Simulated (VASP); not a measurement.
# Br (Fm-3m) in VASP: relaxation of cell and atoms with PBE

Aim: the relaxation of cell and atoms of Br with PBE.

All numbers are computed with VASP 6.6.1; they aren't measurements. Logs are shortened: lines on timing, memory, paths and dates and some standing lists are left out, and cuts for length are marked.

## Step 1: The cell of the first run

Symmetry: Fm-3m, No. 225, cubic system. The conventional cell has a = 4.710 Å, b = 4.710 Å, c = 4.710 Å, α = 90.00°, β = 90.00°, γ = 90.00°. Within 4.4 Å of Br (site symmetry m-3m) lie 12 Br at 3.33 Å.

## Step 2: Relaxation of cell and atoms, PBE

INCAR reads:

```
  PREC = Accurate
  ENCUT = 500
  EDIFF = 1E-7
  ISMEAR = 1
  SIGMA = 0.02
  LREAL = False
  LASPH = True
  NELM = 120
  ALGO = Normal
  ISIF = 3
  LWAVE = False
  LCHARG = False
  GGA = PE
  IBRION = 2
  NSW = 80
  EDIFFG = -0.03
  GGA_COMPAT = False
  NELMIN = 4
```

KPOINTS reads:

```
Automatic mesh
0
Gamma
  16 16 16
```

POSCAR reads:

```
Br
1.0
    0.0000000000      2.3550000000      2.3550000000
    2.3550000000      0.0000000000      2.3550000000
    2.3550000000      2.3550000000      0.0000000000
Br
1
Direct
    0.0000000000      0.0000000000      0.0000000000
```

Potentials or basis: VASP PAW PBE potentials, release 64 (Br).

On the command line:

```sh
$ cat potpaw_PBE.64/Br/POTCAR > POTCAR
$ mpirun -np 1 vasp_std > vasp.out
```

OUTCAR:

```text
PREC = Accurate
   ENCUT = 500
   EDIFF = 1E-7
   ISMEAR = 1
   LREAL = False
   LASPH = True
   NELM = 120
   ISIF = 3
   GGA = PE
   IBRION = 2
   NSW = 80
   EDIFFG = -0.03
   NELMIN = 4

 ion  position               nearest neighbor table
   1  0.000  0.000  0.000-

  LATTYP: Found a face centered cubic cell.
 ALAT       =     4.7100000000

  Lattice vectors:

 A1 = (   0.0000000000,   2.3550000000,   2.3550000000)
 A2 = (   2.3550000000,   0.0000000000,   2.3550000000)
 A3 = (   2.3550000000,   2.3550000000,   0.0000000000)

Analysis of symmetry for initial positions (statically):
=====================================================================
 Subroutine PRICEL returns:
 Original cell was already a primitive cell.

 Routine SETGRP: Setting up the symmetry group for a
 face centered cubic supercell.

 Subroutine GETGRP returns: Found 48 space group operations
 (whereof 48 operations were pure point group operations)
 out of a pool of 48 trial point group operations.

The static configuration has the point symmetry O_h .

Analysis of symmetry for dynamics (positions and initial velocities):
=====================================================================
 Subroutine PRICEL returns:
 Original cell was already a primitive cell.

 Routine SETGRP: Setting up the symmetry group for a
 face centered cubic supercell.

 Subroutine GETGRP returns: Found 48 space group operations
 (whereof 48 operations were pure point group operations)
 out of a pool of 48 trial point group operations.

The dynamic configuration has the point symmetry O_h .

 Subroutine INISYM returns: Found 48 space group operations
 (whereof 48 operations are pure point group operations),
 and found     1 'primitive' translations

----------------------------------------------------------------------------------------

                                     Primitive cell

  volume of cell :      26.1218

  direct lattice vectors                    reciprocal lattice vectors
     0.000000000  2.355000000  2.355000000    -0.212314225  0.212314225  0.212314225
     2.355000000  0.000000000  2.355000000     0.212314225 -0.212314225  0.212314225
     2.355000000  2.355000000  0.000000000     0.212314225  0.212314225 -0.212314225

  length of vectors
     3.330472939  3.330472939  3.330472939     0.367739025  0.367739025  0.367739025

  position of ions in fractional coordinates (direct lattice)
     0.000000000  0.000000000  0.000000000

  ion indices of the primitive-cell ions
   primitive index   ion index
                 1           1

----------------------------------------------------------------------------------------

 KPOINTS: Automatic mesh

Automatic generation of k-mesh.
 Grid dimensions read from file:
 generate k-points for:   16   16   16

 Generating k-lattice:

  Cartesian coordinates                     Fractional coordinates (reciprocal lattice)
    -0.013269639  0.013269639  0.013269639     0.062500000  0.000000000  0.000000000
     0.013269639 -0.013269639  0.013269639     0.000000000  0.062500000  0.000000000
     0.013269639  0.013269639 -0.013269639     0.000000000  0.000000000  0.062500000

  Length of vectors
     0.022983689  0.022983689  0.022983689

  Shift w.r.t. Gamma in fractional coordinates (k-lattice)
     0.000000000  0.000000000  0.000000000

 Subroutine IBZKPT returns following result:
 ===========================================

 Found    145 irreducible k-points:

 Following reciprocal coordinates:
            Coordinates               Weight
  0.000000  0.000000  0.000000      1.000000
  0.062500  0.000000  0.000000      8.000000
  0.125000  0.000000  0.000000      8.000000
  0.187500  0.000000  0.000000      8.000000
  0.250000  0.000000  0.000000      8.000000
  0.312500  0.000000  0.000000      8.000000
[... 16 lines left out ...]
 -0.125000  0.062500  0.000000     24.000000
 -0.062500  0.062500  0.000000     12.000000
 [... further k-points ...]
   k-points           NKPTS =    145   k-points in BZ     NKDIM =    145   number of bands    NBANDS=      7
   number of dos      NEDOS =    301   number of ions     NIONS =      1
   total plane-waves  NPLWV =  13824
   dimension x,y,z NGX =    24 NGY =   24 NGZ =   24
   dimension x,y,z NGXF=    48 NGYF=   48 NGZF=   48
   ions per type =               1
   NGX,Y,Z   is equivalent  to a cutoff of  11.98, 11.98, 11.98 a.u.
   NGXF,Y,Z  is equivalent  to a cutoff of  23.96, 23.96, 23.96 a.u.
 SYSTEM =  unknown system
   PREC   = accura    normal or accurate (medium, high low for compatibility)
   ISTART =      0    job   : 0-new  1-cont  2-samecut
   ICHARG =      2    charge: 1-file 2-atom 10-const
   ISPIN  =      1    spin polarized calculation?
   LNONCOLLINEAR =      F non collinear calculations
   LSORBIT =      F    spin-orbit coupling
   LASPH  =      T    aspherical Exc in radial PAW
   ENCUT  =  500.0 eV  36.75 Ry    6.06 a.u.   6.07  6.07  6.07*2*pi/ulx,y,z
   NELM   =    120;   NELMIN=  4; NELMDL= -5     # of ELM steps
   EDIFF  = 0.1E-06   stopping-criterion for ELM
   LREAL  =      F    real-space projection
   EDIFFG = -.3E-01   stopping-criterion for IOM
   NSW    =     80    number of steps for IOM
   IBRION =      2    ionic relax: 0-MD 1-quasi-New 2-CG
   NFREE  =      1    steps in history (QN), initial steepest desc. (CG)
   ISIF   =      3    stress and relaxation
   ISYM   =      2    0-nonsym 1-usesym 2-fastsym
   POTIM  = 0.5000    time-step for ionic-motion
   TEBEG  =    0.0;   TEEND  =   0.0 temperature during run
   PSTRESS=    0.0 pullay stress
   NELECT =       7.0000    total number of electrons
   NUPDOWN=      -1.0000    fix difference up-down
   EMIN   =  10.00;   EMAX   =-10.00  energy-range for DOS
   EFERMI =   0.00;   METHOD = LEGACY
   ISMEAR =     1;   SIGMA  =   0.02  broadening in eV -4-tet -1-fermi 0-gaus
   EFERMI_NEDOS =   21; number of points for ismear=-14 and -15
   IALGO  =     38    algorithm
   IMIX   =      4    mixing-type and parameters
     AMIX     =   0.40;   BMIX     =  1.00
     AMIX_MAG =   1.60;   BMIX_MAG =  1.00
  volume/ion in A,a.u.               =      26.12       176.28
  Fermi-wavevector in a.u.,A,eV,Ry     =   1.055456  1.994522 15.156704  1.113986
  Thomas-Fermi vector in A             =   2.190654
   LORBIT       =      0    0 simple, 1 ext, 2 COOP (PROOUT), +10 PAW based schemes
   GGA     = PE    functional components
   LHFCALC =     F    Hartree Fock is set to
   AEXX    =    0.0000 exact exchange contribution
   IVDW    =     0    specifies the selected vdW correction
   LEPSILON=     F    determine dielectric tensor
   LRPA    =     F    only Hartree local field effects (RPA)
 conjugate gradient relaxation of ions
 non-spin polarized calculation
 Methfessel and Paxton  Order N= 1 SIGMA  =   0.02
  energy-cutoff  :      500.00
  volume of cell :       26.12
 maximum number of plane-waves:       684
   NGX = 13   NGY = 13   NGZ = 13

 number of electron       7.0000001 magnetization

 Free energy of the ion-electron system (eV)
  ---------------------------------------------------
  ext. energy  EPLUGINS =         0.00000000
  ---------------------------------------------------
  free energy    TOTEN  =        -0.97705726 eV

  energy without entropy =       -0.97702370  energy(sigma->0) =       -0.97704607

 E-fermi :   1.6201     XC(G=0):  -9.3561

 val. band max:        1.6146181381   @ k =   0.2500   0.1875   0.0000
 cond. band min:       1.6213688318   @ k =  -0.4375   0.0625   0.0000
 fundamental gap:      0.0067506937
 Fermi energy:         1.6201310613

 k-point     1 :       0.0000    0.0000    0.0000
  band No.  band energies     occupation
      1     -13.6948      2.00000
      2       2.5100      0.00000
      3       2.5100      0.00000
      4       2.5100      0.00000
      5       9.6748      0.00000
      6      14.1793      0.00000
      7      14.1793      0.00000

 k-point     2 :       0.0625    0.0000    0.0000
  band No.  band energies     occupation
      1     -13.6520      2.00000
      2       2.2048      0.00000
      3       2.4815      0.00000
      4       2.4815      0.00000
      5       9.9421      0.00000
      6      13.9270      0.00000
      7      14.2745      0.00000

 k-point     3 :       0.1250    0.0000    0.0000
  band No.  band energies     occupation
      1     -13.5268      2.00000
      2       1.4324      2.00000
      3       2.4025      0.00000
      4       2.4025      0.00000
      5      10.5215      0.00000
      6      13.5494      0.00000
      7      14.5033      0.00000

 k-point     4 :       0.1875    0.0000    0.0000
  band No.  band energies     occupation
      1     -13.3293      2.00000
      2       0.4424      2.00000
      3       2.2894      0.00000
      4       2.2894      0.00000
      5      10.8789      0.00000
      6      13.6674      0.00000
      7      14.6569      0.00000

 k-point     5 :       0.2500    0.0000    0.0000
  band No.  band energies     occupation
      1     -13.0785      2.00000
      2      -0.5811      2.00000
      3       2.1630      0.00000
      4       2.1630      0.00000
      5      10.7619      0.00000
      6      14.4614      0.00000
      7      14.5024      0.00000

 k-point     6 :       0.3125    0.0000    0.0000
  band No.  band energies     occupation
      1     -12.8039      2.00000
      2      -1.5168      2.00000
      3       2.0434      0.00000
      4       2.0434      0.00000
      5      10.4753      0.00000
      6      14.1592      0.00000
      7      14.1592      0.00000

 k-point     7 :       0.3750    0.0000    0.0000
  band No.  band energies     occupation
      1     -12.5478      2.00000
      2      -2.2719      2.00000
      3       1.9468     -0.00000
      4       1.9468     -0.00000
      5      10.2189      0.00000
      6      13.8329      0.00000
      7      13.8329      0.00000
[... 121 lines left out ...]
 k-point    20 :      -0.3125    0.0625    0.0000
  band No.  band energies     occupation
      1     -12.6858      2.00000
      2      -1.7638      2.00000
      3       1.6948     -0.00000
      4       2.0751      0.00000
      5      10.6353      0.00000
      6      13.7735      0.00000
      7      14.0751      0.00000

 k-point    21 :      -0.2500    0.0625    0.0000
  band No.  band energies     occupation
      1     -12.9565      2.00000
      2      -0.9007      2.00000
      3       1.8049     -0.00000
      4       2.2107      0.00000
      5      10.9220      0.00000
      6      14.2001      0.00000
      7      14.4281      0.00000

 k-point    22 :      -0.1875    0.0625    0.0000
  band No.  band energies     occupation
      1     -13.2165      2.00000
      2       0.0710      2.00000
      3       1.9525     -0.00000
      4       2.3393      0.00000
      5      11.1288      0.00000
      6      13.5482      0.00000
      7      14.6349      0.00000

 k-point    23 :      -0.1250    0.0625    0.0000
  band No.  band energies     occupation
      1     -13.4322      2.00000
      2       1.0352      2.00000
      3       2.1238      0.00000
      4       2.4390      0.00000
      5      10.9065      0.00000
      6      13.2458      0.00000
      7      14.6072      0.00000

 k-point    24 :      -0.0625    0.0625    0.0000
  band No.  band energies     occupation
      1     -13.5817      2.00000
      2       1.8166     -0.00000
      3       2.3116      0.00000
      4       2.4904      0.00000
      5      10.3282      0.00000
      6      13.5626      0.00000
      7      14.3691      0.00000

 [... further k-points ...]

------------------------ aborting loop because EDIFF is reached ----------------------------------------

  FORCE on cell =-STRESS in cart. coord.  units (eV):
  Direction    XX          YY          ZZ          XY          YZ          ZX
  --------------------------------------------------------------------------------------
  -------------------------------------------------------------------------------------
  Total        0.0285587      0.0285587      0.0285587     -0.0000000     -0.0000000      0.0000000
  in kB        1.7516485      1.7516485      1.7516485     -0.0000000     -0.0000000      0.0000000
  external PRESSURE =       1.7516485 kB  Pullay stress =       0.0000000 kB

 VOLUME and BASIS-vectors are now :
 -----------------------------------------------------------------------------
  energy-cutoff  :      500.00
  volume of cell :       26.12
      direct lattice vectors                 reciprocal lattice vectors
     0.000000000  2.355000000  2.355000000    -0.212314225  0.212314225  0.212314225
     2.355000000  0.000000000  2.355000000     0.212314225 -0.212314225  0.212314225
     2.355000000  2.355000000  0.000000000     0.212314225  0.212314225 -0.212314225

 POSITION                                       TOTAL-FORCE (eV/Angst)
 -----------------------------------------------------------------------------------
      0.00000      0.00000      0.00000         0.000000      0.000000      0.000000
 -----------------------------------------------------------------------------------
    total drift:                                0.000000      0.000000      0.000000

  FREE ENERGIE OF THE ION-ELECTRON SYSTEM (eV)
  ---------------------------------------------------
  free  energy   TOTEN  =        -0.9770572595 eV

  energy  without entropy=       -0.9770237020  energy(sigma->0) =       -0.97704607

 reached required accuracy - stopping structural energy minimisation
```

It took 8.9 s on 1 thread of Intel Xeon Platinum 8488C (Sapphire Rapids), shared host; peak memory 0.15 GiB.

Results:

```yaml
Free_energy: -0.9771 eV
Pressure_after_relaxing: 0.2 GPa
Band_gap_on_the_k_mesh: zero (an odd number of electrons rules out a gap without spin polarisation)
```

Final structure:
```xyz
1
Lattice="0.0000 2.3550 2.3550 2.3550 0.0000 2.3550 2.3550 2.3550 0.0000" Properties=species:S:1:pos:R:3 pbc="T T T"
Br    0.0000    0.0000    0.0000
```

Levels at points of the mesh, in eV from the Fermi level:
```tsv
k point	band 1	band 2	band 3	band 4	band 5	band 6	band 7
(0.00, 0.00, 0.00)	-15.31	0.89	0.89	0.89	8.05	12.56	12.56
(0.50, 0.00, 0.00)	-13.91	-4.56	0.24	0.24	8.38	11.92	11.92
(0.50, 0.50, 0.00)	-13.44	-4.06	-1.08	-1.08	6.63	7.82	18.69
```

Caveat: the relaxation stopped at its first step, so nothing moved; an odd number of electrons without spin polarisation forces a metal; a magnetic or distorted state may lie lower.
